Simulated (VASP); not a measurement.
# Al (Im-3m) in VASP: further runs, part 2 of 2

VASP 6.6.1. Earlier steps stand in the parts before.

## (3) Relaxation of cell and atoms, PBEsol

The input, INCAR:

```
PREC     = Accurate       # precision mode
ENCUT    = 600            # plane-wave cutoff, eV
EDIFF    = 1E-7           # SCF threshold, eV
ISMEAR   = 0              # smearing method
SIGMA    = 0.1            # smearing width, eV
LREAL    = False          # projectors in reciprocal space
LASPH    = True           # aspherical terms in the spheres
NELM     = 60             # most SCF steps
ALGO     = Normal         # electronic algorithm
ISIF     = 3              # what is computed and relaxed
LWAVE    = False          # write WAVECAR
LCHARG   = False          # write CHGCAR
GGA      = PS             # functional
IBRION   = 2              # ionic algorithm
NSW      = 80             # ionic steps
EDIFFG   = -0.02          # ionic threshold
```

The input, KPOINTS:

```
Automatic mesh
0
Gamma
  15 15 15
```

The input, POSCAR:

```
Al
1.0
   -1.5912186900      1.5912186900      1.5912186900
    1.5912186900     -1.5912186900      1.5912186900
    1.5912186900      1.5912186900     -1.5912186900
Al
1
Direct
    0.0000000000      0.0000000000      0.0000000000
```

Potentials or basis: VASP PAW PBE potentials, release 64 (Al).

The run is started by

```
> cat potpaw_PBE.64/Al/POTCAR > POTCAR
> mpirun -np 1 vasp_std > vasp.out
```

OUTCAR:

```text
PREC = Accurate
   ENCUT = 600
   EDIFF = 1E-7
   ISMEAR = 0
   LREAL = False
   LASPH = True
   NELM = 60
   ISIF = 3
   GGA = PS
   IBRION = 2
   NSW = 80
   EDIFFG = -0.02

 ion  position               nearest neighbor table
   1  0.000  0.000  0.000-

  LATTYP: Found a body centered cubic cell.
 ALAT       =     3.1824373800

  Lattice vectors:

 A1 = (  -1.5912186900,   1.5912186900,   1.5912186900)
 A2 = (   1.5912186900,  -1.5912186900,   1.5912186900)
 A3 = (   1.5912186900,   1.5912186900,  -1.5912186900)

Analysis of symmetry for initial positions (statically):
=====================================================================
 Subroutine PRICEL returns:
 Original cell was already a primitive cell.

 Routine SETGRP: Setting up the symmetry group for a
 body centered cubic supercell.

 Subroutine GETGRP returns: Found 48 space group operations
 (whereof 48 operations were pure point group operations)
 out of a pool of 48 trial point group operations.

The static configuration has the point symmetry O_h .

Analysis of symmetry for dynamics (positions and initial velocities):
=====================================================================
 Subroutine PRICEL returns:
 Original cell was already a primitive cell.

 Routine SETGRP: Setting up the symmetry group for a
 body centered cubic supercell.

 Subroutine GETGRP returns: Found 48 space group operations
 (whereof 48 operations were pure point group operations)
 out of a pool of 48 trial point group operations.

The dynamic configuration has the point symmetry O_h .

 Subroutine INISYM returns: Found 48 space group operations
 (whereof 48 operations are pure point group operations),
 and found     1 'primitive' translations

----------------------------------------------------------------------------------------

                                     Primitive cell

  volume of cell :      16.1157

  direct lattice vectors                    reciprocal lattice vectors
    -1.591218690  1.591218690  1.591218690     0.000000000  0.314224565  0.314224565
     1.591218690 -1.591218690  1.591218690     0.314224565  0.000000000  0.314224565
     1.591218690  1.591218690 -1.591218690     0.314224565  0.314224565  0.000000000

  length of vectors
     2.756071617  2.756071617  2.756071617     0.444380641  0.444380641  0.444380641

  position of ions in fractional coordinates (direct lattice)
     0.000000000  0.000000000  0.000000000

  ion indices of the primitive-cell ions
   primitive index   ion index
                 1           1

----------------------------------------------------------------------------------------

 KPOINTS: Automatic mesh

Automatic generation of k-mesh.
 Grid dimensions read from file:
 generate k-points for:   15   15   15

 Generating k-lattice:

  Cartesian coordinates                     Fractional coordinates (reciprocal lattice)
     0.000000000  0.020948304  0.020948304     0.066666667  0.000000000  0.000000000
     0.020948304  0.000000000  0.020948304     0.000000000  0.066666667  0.000000000
     0.020948304  0.020948304  0.000000000     0.000000000  0.000000000  0.066666667

  Length of vectors
     0.029625376  0.029625376  0.029625376

  Shift w.r.t. Gamma in fractional coordinates (k-lattice)
     0.000000000  0.000000000  0.000000000

 Subroutine IBZKPT returns following result:
 ===========================================

 Found    120 irreducible k-points:

 Following reciprocal coordinates:
            Coordinates               Weight
  0.000000  0.000000  0.000000      1.000000
  0.066667  0.000000  0.000000     12.000000
  0.133333  0.000000  0.000000     12.000000
  0.200000  0.000000  0.000000     12.000000
  0.266667  0.000000  0.000000     12.000000
  0.333333  0.000000  0.000000     12.000000
[... 16 lines left out ...]
  0.333333  0.200000  0.000000     48.000000
  0.400000  0.200000  0.000000     24.000000
 [... further k-points ...]
   k-points           NKPTS =    120   k-points in BZ     NKDIM =    120   number of bands    NBANDS=      5
   number of dos      NEDOS =    301   number of ions     NIONS =      1
   total plane-waves  NPLWV =  13824
   dimension x,y,z NGX =    24 NGY =   24 NGZ =   24
   dimension x,y,z NGXF=    48 NGYF=   48 NGZF=   48
   ions per type =               1
   NGX,Y,Z   is equivalent  to a cutoff of  14.48, 14.48, 14.48 a.u.
   NGXF,Y,Z  is equivalent  to a cutoff of  28.95, 28.95, 28.95 a.u.
 SYSTEM =  unknown system
   PREC   = accura    normal or accurate (medium, high low for compatibility)
   ISTART =      0    job   : 0-new  1-cont  2-samecut
   ICHARG =      2    charge: 1-file 2-atom 10-const
   ISPIN  =      1    spin polarized calculation?
   LNONCOLLINEAR =      F non collinear calculations
   LSORBIT =      F    spin-orbit coupling
   LASPH  =      T    aspherical Exc in radial PAW
   ENCUT  =  600.0 eV  44.10 Ry    6.64 a.u.   5.50  5.50  5.50*2*pi/ulx,y,z
   NELM   =     60;   NELMIN=  2; NELMDL= -5     # of ELM steps
   EDIFF  = 0.1E-06   stopping-criterion for ELM
   LREAL  =      F    real-space projection
   EDIFFG = -.2E-01   stopping-criterion for IOM
   NSW    =     80    number of steps for IOM
   IBRION =      2    ionic relax: 0-MD 1-quasi-New 2-CG
   NFREE  =      1    steps in history (QN), initial steepest desc. (CG)
   ISIF   =      3    stress and relaxation
   ISYM   =      2    0-nonsym 1-usesym 2-fastsym
   POTIM  = 0.5000    time-step for ionic-motion
   TEBEG  =    0.0;   TEEND  =   0.0 temperature during run
   PSTRESS=    0.0 pullay stress
   NELECT =       3.0000    total number of electrons
   NUPDOWN=      -1.0000    fix difference up-down
   EMIN   =  10.00;   EMAX   =-10.00  energy-range for DOS
   EFERMI =   0.00;   METHOD = LEGACY
   ISMEAR =     0;   SIGMA  =   0.10  broadening in eV -4-tet -1-fermi 0-gaus
   EFERMI_NEDOS =   21; number of points for ismear=-14 and -15
   IALGO  =     38    algorithm
   IMIX   =      4    mixing-type and parameters
     AMIX     =   0.40;   BMIX     =  1.00
     AMIX_MAG =   1.60;   BMIX_MAG =  1.00
  volume/ion in A,a.u.               =      16.12       108.75
  Fermi-wavevector in a.u.,A,eV,Ry     =   0.934757  1.766435 11.888371  0.873771
  Thomas-Fermi vector in A             =   2.061595
   LORBIT       =      0    0 simple, 1 ext, 2 COOP (PROOUT), +10 PAW based schemes
   GGA     = PS    functional components
   LHFCALC =     F    Hartree Fock is set to
   AEXX    =    0.0000 exact exchange contribution
   IVDW    =     0    specifies the selected vdW correction
   LEPSILON=     F    determine dielectric tensor
   LRPA    =     F    only Hartree local field effects (RPA)
 conjugate gradient relaxation of ions
 non-spin polarized calculation
 Gauss-broadening in eV      SIGMA  =   0.10
  energy-cutoff  :      600.00
  volume of cell :       16.12
 maximum number of plane-waves:       555
 NGX is ok and might be reduce to    24
   NGX = 11   NGY = 11   NGZ = 11

--------------------------------------- Ionic step        1  -------------------------------------------

 number of electron       3.0000000 magnetization

 Free energy of the ion-electron system (eV)
  ---------------------------------------------------
  ext. energy  EPLUGINS =         0.00000000
  ---------------------------------------------------
  free energy    TOTEN  =        -3.99267173 eV

  energy without entropy =       -3.99050771  energy(sigma->0) =       -3.99158972

------------------------ aborting loop because EDIFF is reached ----------------------------------------

  FORCE on cell =-STRESS in cart. coord.  units (eV):
  Direction    XX          YY          ZZ          XY          YZ          ZX
  --------------------------------------------------------------------------------------
  -------------------------------------------------------------------------------------
  Total        0.2197237      0.2197237      0.2197237      0.0000000     -0.0000000     -0.0000000
  in kB       21.8442837     21.8442837     21.8442837      0.0000000     -0.0000000     -0.0000000
  external PRESSURE =      21.8442837 kB  Pullay stress =       0.0000000 kB
[... 57 lines left out ...]
--------------------------------------- Ionic step        3  -------------------------------------------

 number of electron       3.0000000 magnetization

 Free energy of the ion-electron system (eV)
  ---------------------------------------------------
  ext. energy  EPLUGINS =         0.00000000
  ---------------------------------------------------
  free energy    TOTEN  =        -3.99574791 eV

  energy without entropy =       -3.99356209  energy(sigma->0) =       -3.99465500

 E-fermi :   7.9003     XC(G=0): -10.2433

 val. band max:        7.8929017372   @ k =   0.2667   0.2667   0.0667
 cond. band min:       7.9489766338   @ k =   0.2667   0.2667   0.0000
 fundamental gap:      0.0560748966
 Fermi energy:         7.9003360553

 k-point     1 :       0.0000    0.0000    0.0000
  band No.  band energies     occupation
      1      -3.1920      2.00000
      2      21.1147      0.00000
      3      21.1147      0.00000
      4      21.1147      0.00000
      5      22.5100      0.00000
[... 177 lines left out ...]
 k-point    24 :       0.4000    0.2000    0.0000
  band No.  band energies     occupation
      1       4.3985      2.00000
      2       4.8812      2.00000
      3      10.0614      0.00000
      4      15.3090      0.00000
      5      20.8388      0.00000

 [... further k-points ...]
[... 5 lines left out ...]
  --------------------------------------------------------------------------------------
  -------------------------------------------------------------------------------------
  Total        0.0002670      0.0002670      0.0002670     -0.0000000     -0.0000000      0.0000000
  in kB        0.0258044      0.0258044      0.0258044     -0.0000000     -0.0000000      0.0000000
  external PRESSURE =       0.0258044 kB  Pullay stress =       0.0000000 kB
[... 16 lines left out ...]
  FREE ENERGIE OF THE ION-ELECTRON SYSTEM (eV)
  ---------------------------------------------------
  free  energy   TOTEN  =        -3.9957479066 eV

  energy  without entropy=       -3.9935620908  energy(sigma->0) =       -3.99465500

 reached required accuracy - stopping structural energy minimisation
```

Run time: 11 s. Hardware: 1 thread of Intel Xeon Platinum 8375C at 2.90GHz (Ice Lake), shared host; peak memory 0.14 GiB.

Results:

```
Free energy                            : -3.9957 eV
Relaxed volume                         : 16.58 Å³/atom
Relaxed cell                           : a = 2.782 Å, b = 2.782 Å, c = 2.782 Å, α = 109.47°, β = 109.47°, γ = 109.47°
Space group after relaxing (to 0.05 Å) : Im-3m (No. 229)
Energy gained by relaxing              : 3.1 meV/atom
Ionic steps                            : 3
Pressure after relaxing                : 0.0 GPa
```

Step by step:
```tsv
step	energy change (eV)	largest force (eV/Å)	pressure (GPa)	volume (Å³)
1	0.0000	0.0000	2.18	16.12
2	-0.0030	0.0000	-0.24	16.63
3	-0.0031	0.0000	0.00	16.58
```

Final structure:
```
Al
1.0
    -1.60631    1.60631    1.60631
     1.60631   -1.60631    1.60631
     1.60631    1.60631   -1.60631
Al
1
Direct
  0.00000 0.00000 0.00000
```

Caveat: the PAW data sets were made with another functional, which shifts forces and pressure a little.
